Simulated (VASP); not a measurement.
# Li4H3F (P1) in VASP: further runs, part 2 of 2

VASP 6.6.1. The steps go on from the part before.

## Step 3: Single point, r2SCAN

The input, POSCAR:

```
Li4H3F
1.0
    7.9979000000      0.0000000000      0.0000000000
    0.0000000000      7.9979000000      0.0000000000
    0.0000000000      0.0000000000      7.9979000000
H F Li
24 8 32
Direct
    0.2532640000      0.9992540000      0.9998840000
    0.2510300000      0.0005570000      0.5012880000
    0.2515750000      0.5000860000      0.9986940000
    0.7484250000      0.0006750000      0.5018390000
    0.7484530000      0.4995890000      0.9978730000
    0.7494720000      0.4997020000      0.5027780000
    0.9987850000      0.2498850000      0.5013570000
    0.0020410000      0.7479240000      0.9981270000
    0.0004540000      0.7501790000      0.5024250000
    0.4990980000      0.2503880000      0.9996480000
    0.5001530000      0.2494740000      0.5012660000
    0.4989630000      0.7501230000      0.9986980000
    0.5001520000      0.7523290000      0.5021810000
    0.9997450000      0.5001500000      0.7498000000
    0.4988270000      0.0005420000      0.2515220000
    0.4997260000      0.9997320000      0.7501340000
    0.5004090000      0.5001690000      0.7503990000
    0.2521210000      0.2480420000      0.2504880000
    0.2511150000      0.2500600000      0.7502440000
    0.2508430000      0.7515020000      0.2495080000
    0.2510460000      0.7500150000      0.7504390000
    0.7478010000      0.2499430000      0.2520450000
    0.7478710000      0.2507610000      0.7493020000
    0.7490490000      0.7484590000      0.7492430000
    0.2502700000      0.5002140000      0.4988470000
    0.7509870000      0.9995620000      0.0005630000
    0.9997600000      0.2489210000      0.0011090000
    0.9994920000      0.9997050000      0.2498350000
    0.9997290000      0.0003750000      0.7517600000
    0.0002150000      0.4996130000      0.2501400000
    0.5001900000      0.5011900000      0.2512050000
    0.7505930000      0.7494890000      0.2497710000
    0.0001930000      0.0004470000      0.0004820000
    0.0000990000      0.0008710000      0.5014760000
    0.0007380000      0.4981070000      0.0002930000
    0.0009680000      0.4991920000      0.5000200000
    0.5006840000      0.0005500000      0.0001220000
    0.4995660000      0.0001550000      0.5013430000
    0.4995200000      0.4994980000      0.0005900000
    0.4987740000      0.5001620000      0.4998830000
    0.2507610000      0.2495120000      0.9997550000
    0.2511270000      0.2508370000      0.5011580000
    0.2519880000      0.7497480000      0.9982220000
    0.2508230000      0.7496330000      0.5014180000
    0.7495590000      0.2488270000      0.9990720000
    0.7485410000      0.2497060000      0.5021450000
    0.7491560000      0.7503840000      0.0001010000
    0.7487630000      0.7500920000      0.5010660000
    0.2500410000      0.9995900000      0.2508020000
    0.2496200000      0.9995100000      0.7501310000
    0.2508330000      0.5005550000      0.2514510000
    0.2505850000      0.5002950000      0.7483250000
    0.7503310000      0.9988220000      0.2501700000
    0.7507530000      0.9995440000      0.7513220000
    0.7490580000      0.5007600000      0.2509040000
    0.7490340000      0.5007450000      0.7494460000
    0.9996640000      0.2494990000      0.2495400000
    0.9994000000      0.2488750000      0.7519590000
    0.9995060000      0.7497530000      0.2501150000
    0.0000130000      0.7508790000      0.7503240000
    0.4999160000      0.2511150000      0.2511280000
    0.4998760000      0.2499650000      0.7502190000
    0.5007620000      0.7493630000      0.2502030000
    0.5002350000      0.7502110000      0.7503790000
```

The input, INCAR.step1:

```
SYSTEM = Li4H3F
ALGO = Normal
EDIFF = 1E-4
ENCUT = 520
GGA = PE
ISMEAR = -1
ISYM = 0
LASPH = .True.
LCHARG = .False.
LREAL = Auto
LWAVE = .True.
NBANDS = 126
NELM = 60
PREC = Accurate
SIGMA = 0.05
```

The input, INCAR.step2:

```
SYSTEM = Li4H3F
ALGO = Normal
EDIFF = 1E-6
ENCUT = 520
ISIF = 2
ISMEAR = -1
ISTART = 1
ISYM = 0
LASPH = .True.
LCHARG = .False.
LMIXTAU = .True.
LREAL = Auto
LWAVE = .False.
METAGGA = R2SCAN
NBANDS = 126
NELM = 60
PREC = Accurate
SIGMA = 0.05
```

The input, KPOINTS:

```
Automatic mesh
0
Gamma
  1 1 1
  0.25 0.25 0.25
```

Potentials or basis: VASP PAW PBE potentials, release 64 (H, F, Li_sv).

On the command line:

```console
> cat potpaw_PBE.64/H/POTCAR potpaw_PBE.64/F/POTCAR potpaw_PBE.64/Li_sv/POTCAR > POTCAR
> cp INCAR.step1 INCAR
> mpirun -np 1 vasp_std > vasp.out
> cp INCAR.step2 INCAR
> mpirun -np 1 vasp_std > vasp.out
```

OUTCAR:

```text
SYSTEM = Li4H3F
   EDIFF = 1E-6
   ENCUT = 520
   ISIF = 2
   ISMEAR = -1
   ISTART = 1
   ISYM = 0
   LASPH = .True.
   LREAL = Auto
   METAGGA = R2SCAN
   NELM = 60
   PREC = Accurate

 ion  position               nearest neighbor table
   1  0.253  0.999  1.000-
   2  0.251  0.001  0.501-
   3  0.252  0.500  0.999-
   4  0.748  0.001  0.502-
   5  0.748  0.500  0.998-
   6  0.749  0.500  0.503-
[... 16 lines left out ...]
  23  0.748  0.251  0.749-
  24  0.749  0.748  0.749-
  25  0.250  0.500  0.499-  51 1.98  40 1.99  36 1.99  42 1.99  44 1.99  52 2.00
  26  0.751  1.000  0.001-  47 1.99  33 1.99  54 1.99  45 1.99  53 2.00  37 2.00
  27  1.000  0.249  0.001-  57 1.99  33 1.99  58 1.99  35 1.99  45 2.00  41 2.01
  28  0.999  1.000  0.250-  53 1.99  33 1.99  57 2.00  59 2.00  49 2.00  34 2.01
  29  1.000  0.000  0.752-  58 1.99  33 1.99  54 1.99  60 2.00  50 2.00  34 2.00
  30  0.000  0.500  0.250-  35 2.00  36 2.00  57 2.00  59 2.00  51 2.00  55 2.01
  31  0.500  0.501  0.251-  63 1.98  40 1.99  55 1.99  51 1.99  61 2.00  39 2.00
  32  0.751  0.749  0.250-  55 1.99  59 1.99  53 1.99  47 2.00  63 2.00  48 2.01
[... 284 lines left out ...]
 fundamental gap:      5.6305571374
 Fermi energy:         1.0872826523

 k-point     1 :       0.2500    0.2500    0.2500
  band No.  band energies     occupation
      1     -45.4199      2.00000
      2     -45.3982      2.00000
      3     -45.3887      2.00000
      4     -45.3857      2.00000
      5     -45.3770      2.00000
      6     -45.3602      2.00000
[... 401 lines left out ...]
     99       6.9820      0.00000
    100       7.1231      0.00000
 [bands above 100 left out]

------------------------ aborting loop because EDIFF is reached ----------------------------------------

  FORCE on cell =-STRESS in cart. coord.  units (eV):
  Direction    XX          YY          ZZ          XY          YZ          ZX
  --------------------------------------------------------------------------------------
  -------------------------------------------------------------------------------------
  Total       -0.2121374     -0.1615986     -0.2497520     -0.1029810     -0.0291064     -0.0172091
  in kB       -0.6643545     -0.5060812     -0.7821529     -0.3225075     -0.0911530     -0.0538940
  external PRESSURE =      -0.6508629 kB  Pullay stress =       0.0000000 kB

 VOLUME and BASIS-vectors are now :
 -----------------------------------------------------------------------------
  energy-cutoff  :      520.00
  volume of cell :      511.60
      direct lattice vectors                 reciprocal lattice vectors
     7.997900000  0.000000000  0.000000000     0.125032821  0.000000000  0.000000000
     0.000000000  7.997900000  0.000000000     0.000000000  0.125032821  0.000000000
     0.000000000  0.000000000  7.997900000     0.000000000  0.000000000  0.125032821

 POSITION                                       TOTAL-FORCE (eV/Angst)
 -----------------------------------------------------------------------------------
      2.02558      7.99193      7.99697        -0.019506      0.005055     -0.004191
      2.00771      0.00445      4.00925        -0.008982     -0.010000     -0.004956
      2.01207      3.99964      7.98745        -0.008626     -0.006888      0.001733
      5.98583      0.00540      4.01366         0.014435     -0.011326     -0.008178
      5.98605      3.99566      7.98089         0.013224     -0.002377      0.011308
      5.99420      3.99657      4.02117         0.001822      0.000284     -0.021649
[... 56 lines left out ...]
      4.00504      5.99333      2.00110         0.048545     -0.025940      0.005293
      4.00083      6.00011      6.00146        -0.001390      0.000408      0.006607
 -----------------------------------------------------------------------------------
    total drift:                               -0.042841      0.070703      0.175126

  FREE ENERGIE OF THE ION-ELECTRON SYSTEM (eV)
  ---------------------------------------------------
  free  energy   TOTEN  =      -258.0574537725 eV

  energy  without entropy=     -258.0574537723  energy(sigma->0) =     -258.05745377
```

OSZICAR.step1:

```text
N       E                     dE             d eps       ncg     rms          rms(c)
DAV:   1     0.157276682886E+04    0.15728E+04   -0.72640E+04  1008   0.152E+03
DAV:   2     0.260163735114E+02   -0.15468E+04   -0.14027E+04  1064   0.420E+02
DAV:   3    -0.194760244337E+03   -0.22078E+03   -0.21908E+03  1456   0.136E+02
DAV:   4    -0.228596733120E+03   -0.33836E+02   -0.33504E+02  1800   0.500E+01
DAV:   5    -0.233052616992E+03   -0.44559E+01   -0.44532E+01  1464   0.137E+01    0.192E+01
DAV:   6    -0.224549275366E+03    0.85033E+01   -0.21109E+01  1336   0.136E+01    0.856E+00
DAV:   7    -0.223371052622E+03    0.11782E+01   -0.50329E+00  1536   0.436E+00    0.367E+00
DAV:   8    -0.223306850533E+03    0.64202E-01   -0.15418E+00  1528   0.326E+00    0.124E+00
DAV:   9    -0.223326012258E+03   -0.19162E-01   -0.34968E-01  1424   0.171E+00    0.884E-01
DAV:  10    -0.223328316389E+03   -0.23041E-02   -0.53937E-02  1384   0.596E-01    0.327E-01
DAV:  11    -0.223326878456E+03    0.14379E-02   -0.12435E-02  1272   0.330E-01    0.633E-02
DAV:  12    -0.223327087450E+03   -0.20899E-03   -0.21484E-03  1264   0.951E-02    0.510E-02
DAV:  13    -0.223327087833E+03   -0.38256E-06   -0.12822E-04   656   0.417E-02
   1 F= -.22332709E+03 E0= -.22332709E+03  d E =-.855412E-11
```

Wall time 13 min (1 thread of Intel Xeon 6975P-C (Granite Rapids), shared host); peak memory 0.62 GiB.

What came out:

```
Free energy            : -258.0575 eV
Largest force          : 0.079 eV/Å
Band gap on the k mesh : 5.63 eV
```

Forces on the atoms (eV/Å):
```
H   -0.020  0.005 -0.004
H   -0.009 -0.010 -0.005
H   -0.009 -0.007  0.002
H    0.014 -0.011 -0.008
H    0.013 -0.002  0.011
H    0.002  0.000 -0.022
H    0.019 -0.008 -0.001
H   -0.007  0.006  0.006
H   -0.005  0.008 -0.017
H    0.011 -0.013 -0.001
H   -0.003 -0.004  0.007
H    0.017 -0.001  0.003
H   -0.005 -0.028 -0.013
H    0.009 -0.008  0.006
H    0.014 -0.008 -0.016
H    0.000  0.008  0.004
H   -0.017 -0.002 -0.008
H   -0.019  0.021 -0.002
H   -0.002  0.002 -0.005
H    0.005 -0.008  0.007
H    0.001 -0.003 -0.012
H    0.006  0.007 -0.010
H    0.009 -0.002  0.009
H    0.004  0.021  0.009
F    0.003 -0.006 -0.003
F    0.001 -0.004 -0.001
F   -0.002  0.002 -0.006
F   -0.013 -0.002 -0.001
F   -0.003  0.009 -0.010
F    0.000 -0.004  0.004
F   -0.006 -0.001 -0.003
F   -0.003 -0.001 -0.004
Li  -0.050  0.023 -0.028
Li   0.004  0.018 -0.004
Li   0.015 -0.048  0.062
Li   0.052 -0.006 -0.055
Li   0.045 -0.007 -0.005
Li  -0.004  0.016  0.019
Li  -0.002 -0.004  0.041
Li  -0.021 -0.004 -0.045
Li  -0.066 -0.006 -0.010
Li   0.029  0.054  0.024
Li  -0.019 -0.002  0.024
Li   0.017 -0.061  0.023
Li   0.042 -0.053 -0.010
Li   0.004  0.006  0.002
Li  -0.014  0.028  0.038
Li  -0.029  0.002 -0.045
Li  -0.053 -0.001  0.013
Li  -0.034 -0.002  0.002
Li  -0.018  0.022  0.042
Li   0.021  0.013 -0.044
Li   0.044 -0.041 -0.048
Li   0.041 -0.021  0.042
Li   0.025  0.060  0.034
Li  -0.017  0.001 -0.010
Li  -0.010  0.019 -0.037
Li  -0.012 -0.040  0.035
Li  -0.041  0.020 -0.011
Li   0.002  0.041 -0.002
Li   0.001  0.042  0.020
Li  -0.005 -0.002  0.006
Li   0.049 -0.026  0.005
Li  -0.001  0.000  0.007
```

Levels at points of the mesh, in eV from the valence-band top:
```csv
k point,band 86,band 87,band 88,band 89,band 90,band 91
"(0.25, 0.25, 0.25)",-0.12,-0.08,-0.01,5.64,5.69,5.88
```

Caveat: the cutoff is under 1.25 times the usual one of these potentials, so pressure, stress and relaxed cells hold a basis-set (Pulay) error; the PAW data sets were made with another functional, which shifts forces and pressure a little; a shifted mesh leaves out Γ, where band edges can lie.

## Step 4: Relaxation of volume and atoms at fixed shape, PBEsol

This run uses another cell than the first one, of 7.92 Å³/atom.

The input, INCAR:

```
SYSTEM = Li4H3F
ALGO = Normal
EDIFF = 1E-6
EDIFFG = -0.03
ENCUT = 600
GGA = PS
IBRION = 2
ISIF = 8
ISMEAR = -1
ISYM = 0
LASPH = .True.
LCHARG = .False.
LREAL = Auto
LWAVE = .False.
NELM = 100
NSW = 100
PREC = Accurate
SIGMA = 0.05
```

KPOINTS is that of step 3.

The input, POSCAR:

```
Li4H3F
1.0
    7.9737500000      0.0000000000      0.0000000000
    0.0000000000      7.9737500000      0.0000000000
    0.0000000000      0.0000000000      7.9737500000
H F Li
24 8 32
Direct
    0.2469910000      0.0023950000      0.0031840000
    0.2500930000      0.9975150000      0.5003770000
    0.2493250000      0.5015910000      0.9946270000
    0.7516300000      0.9996180000      0.4960670000
    0.7491520000      0.4986280000      0.0019260000
    0.7511460000      0.5011830000      0.5055600000
    0.9987090000      0.2514240000      0.5032990000
    0.9982380000      0.7515930000      0.0032990000
    0.0022510000      0.7509920000      0.4994260000
    0.5002540000      0.2498540000      0.0022250000
    0.4971580000      0.2490230000      0.4988830000
    0.4960550000      0.7508720000      0.0039340000
    0.5030480000      0.7502200000      0.5002460000
    0.0041820000      0.4972350000      0.7522930000
    0.5041440000      0.9993170000      0.2490080000
    0.4962380000      0.0028930000      0.7498810000
    0.4994680000      0.5017860000      0.7539060000
    0.2514340000      0.2490610000      0.2472300000
    0.2515010000      0.2519370000      0.7488740000
    0.2534980000      0.7485960000      0.2543780000
    0.2512700000      0.7521200000      0.7482330000
    0.7499810000      0.2502120000      0.2523740000
    0.7519860000      0.2490410000      0.7495370000
    0.7520300000      0.7462190000      0.7477580000
    0.2491300000      0.4964520000      0.4981140000
    0.7504130000      0.0052610000      0.9988140000
    0.0000690000      0.2496780000      0.0003770000
    0.9982480000      0.9999880000      0.2521660000
    0.9995450000      0.9999450000      0.7463130000
    0.0029270000      0.4980520000      0.2515490000
    0.4982210000      0.5009920000      0.2502700000
    0.7517170000      0.7498610000      0.2493380000
    0.0031190000      0.9987860000      0.0043710000
    0.9971650000      0.0017230000      0.4993670000
    0.9984790000      0.4997830000      0.0020030000
    0.0021280000      0.4958560000      0.5010570000
    0.5003180000      0.0005560000      0.9975350000
    0.4959440000      0.0027760000      0.4979730000
    0.4991360000      0.4977070000      0.0009750000
    0.4958250000      0.4982200000      0.5018270000
    0.2468030000      0.2526620000      0.0004580000
    0.2548900000      0.2491030000      0.5029530000
    0.2473260000      0.7489400000      0.0008290000
    0.2525100000      0.7455030000      0.5008510000
    0.7488710000      0.2450760000      0.0003440000
    0.7529340000      0.2508720000      0.4989850000
    0.7516060000      0.7501790000      0.0019480000
    0.7475840000      0.7533320000      0.5010210000
    0.2522680000      0.0049320000      0.2497390000
    0.2496680000      0.0012490000      0.7516170000
    0.2497330000      0.4996100000      0.2507920000
    0.2495460000      0.5002430000      0.7522720000
    0.7486920000      0.0005810000      0.2491970000
    0.7506960000      0.9965270000      0.7523500000
    0.7480250000      0.4946230000      0.2478510000
    0.7488070000      0.5040520000      0.7458360000
    0.0016580000      0.2458190000      0.2509440000
    0.0010080000      0.2571130000      0.7537320000
    0.9970230000      0.7425280000      0.2472070000
    0.9988950000      0.7534080000      0.7514580000
    0.5026480000      0.2485600000      0.2511360000
    0.5007280000      0.2512710000      0.7491660000
    0.5003240000      0.7499130000      0.2477230000
    0.4981350000      0.7507520000      0.7489920000
```

On the command line:

```console
> cat potpaw_PBE.64/H/POTCAR potpaw_PBE.64/F/POTCAR potpaw_PBE.64/Li_sv/POTCAR > POTCAR
> mpirun -np 1 vasp_std > vasp.out
```

Run time: 20 min. Hardware: 1 thread of Intel Xeon 6975P-C (Granite Rapids), shared host; peak memory 0.74 GiB.

The run converged. Its results:

```
Free energy                           : -224.9292 eV
Relaxed volume                        : 7.95 Å³/atom
Relaxed cell                          : a = 7.984 Å, b = 7.984 Å, c = 7.984 Å, α = 90.00°, β = 90.00°, γ = 90.00°
Space group after relaxing (to 0.1 Å) : P1 (No. 1)
Energy gained by relaxing             : 2.2 meV/atom
Ionic steps                           : 6
Pressure after relaxing               : 0.0 GPa
Largest force after relaxing          : 0.021 eV/Å
Band gap on the k mesh                : 4.79 eV
```

Forces on the atoms (eV/Å):
```
H    0.007 -0.008 -0.009
H    0.002 -0.001  0.012
H    0.010 -0.010 -0.001
H    0.001 -0.005  0.011
H    0.002  0.009 -0.003
H   -0.005 -0.001  0.005
H   -0.002  0.004 -0.004
H    0.001  0.000 -0.010
H   -0.005  0.012  0.013
H    0.001 -0.001 -0.001
H   -0.005  0.006  0.006
H    0.011 -0.006 -0.004
H   -0.001  0.002  0.004
H   -0.005 -0.010 -0.007
H   -0.004 -0.006  0.005
H    0.006 -0.008  0.005
H   -0.002 -0.002 -0.007
H   -0.006  0.002  0.003
H   -0.001 -0.003 -0.005
H    0.000  0.010 -0.008
H    0.003 -0.003  0.001
H   -0.006  0.004 -0.005
H   -0.005 -0.004  0.007
H   -0.006 -0.003  0.001
F    0.003 -0.003  0.002
F   -0.004  0.009  0.002
F    0.010  0.006  0.004
F   -0.005  0.007 -0.017
F   -0.002 -0.017 -0.001
F    0.001  0.007 -0.013
F    0.001  0.008 -0.002
F    0.001  0.016 -0.014
Li   0.005  0.001 -0.001
Li  -0.006  0.000  0.008
Li   0.014 -0.004 -0.005
Li  -0.001  0.006  0.004
Li   0.012 -0.003  0.001
Li  -0.002  0.004  0.010
Li   0.000  0.000 -0.001
Li  -0.005  0.001  0.004
Li   0.001 -0.008  0.001
Li   0.006  0.003 -0.006
Li   0.014 -0.006 -0.014
Li   0.001  0.001  0.008
Li  -0.009 -0.001  0.001
Li  -0.003 -0.006 -0.001
Li   0.001 -0.002  0.002
Li   0.005  0.004  0.019
Li   0.000  0.002  0.004
Li   0.009 -0.008 -0.001
Li  -0.003  0.014  0.002
Li   0.001 -0.004 -0.008
Li  -0.007 -0.003  0.015
Li  -0.005 -0.002  0.004
Li   0.003  0.013 -0.003
Li  -0.002 -0.010 -0.006
Li  -0.005 -0.008 -0.002
Li  -0.003  0.005 -0.003
Li  -0.002  0.004 -0.005
Li  -0.004  0.000 -0.001
Li  -0.005  0.000  0.008
Li  -0.004 -0.002 -0.002
Li  -0.002  0.003  0.001
Li   0.004 -0.004 -0.004
```

The path:
```tsv
step	energy change (eV)	largest force (eV/Å)	pressure (GPa)	volume (Å³)
1	0.0000	0.2930	0.21	506.98
2	-0.0538	0.2098	0.13	507.75
3	-0.1190	0.1096	-0.07	509.94
4	-0.1316	0.0701	-0.06	509.70
5	-0.1406	0.0430	-0.03	509.27
6	-0.1423	0.0209	-0.01	508.99
```

Levels at points of the mesh, in eV from the valence-band top:
```
           k point  band 86  band 87  band 88  band 89  band 90  band 91
(0.25, 0.25, 0.25)    -0.12    -0.08     0.00     4.79     4.85     5.03
```

Caveat: the cutoff is under 1.25 times the usual one of these potentials, so pressure, stress and relaxed cells hold a basis-set (Pulay) error; the PAW data sets were made with another functional, which shifts forces and pressure a little; a shifted mesh leaves out Γ, where band edges can lie. A k mesh can miss the band edges.

## Step 5: Summary

| task | level | cell | cutoff (eV) | gap on the mesh (eV) | largest force (eV/Å) |
| --- | --- | --- | --- | --- | --- |
| single point | PBEsol | a = 7.998 Å, 64 atoms, atomic positions A | 520 | 4.78 | 0.02 |
| single point | r2SCAN | a = 7.998 Å, 64 atoms, atomic positions A | 520 | 5.63 | 0.08 |
| relaxation of volume and atoms at fixed shape | PBEsol | relaxed from a = 7.974 Å, 64 atoms, atomic positions B | 600 | 4.79 | 0.02 |

Alike in all rows: potentials or basis VASP PAW PBE potentials, release 64 (H, F, Li_sv); no spin polarisation; k mesh 1 × 1 × 1, shifted; smearing fermi-dirac 0.05 eV.

Caveats: the cutoff is under 1.25 times the usual one of these potentials, so pressure, stress and relaxed cells hold a basis-set (Pulay) error; the PAW data sets were made with another functional, which shifts forces and pressure a little; a shifted mesh leaves out Γ, where band edges can lie.

Absolute energies hang on the potentials; compare differences alone.
